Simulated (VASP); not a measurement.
Here is a VASP 6.6.1 calculation.

File INCAR:

```
PREC = Accurate
ENCUT = 520
EDIFF = 1E-7
ISMEAR = -1
SIGMA = 0.1
LREAL = False
LASPH = True
NELM = 60
ALGO = Normal
ISIF = 2
LWAVE = False
LCHARG = False
GGA = PS
NBANDS = 8
```

The input KPOINTS:

```
Automatic mesh
0
Gamma
  10 10 10
```

File POSCAR:

```
As
1.0
    2.6222687131      0.0000000000      0.0000000000
    0.0000000000      2.6222687131      0.0000000000
    0.0000000000      0.0000000000      2.6222687131
As
1
Direct
    0.5000000000      0.5000000000      0.5000000000
```

Potentials or basis: VASP PAW PBE potentials, release 64 (As).

The run is started by

```console
$ cat potpaw_PBE.64/As/POTCAR > POTCAR
$ mpirun -np 1 vasp_std > vasp.out
```

Question: Predict the pressure.

Answer: 8.6 GPa.

Caveat: the PAW data sets were made with another functional, which shifts forces and pressure a little.
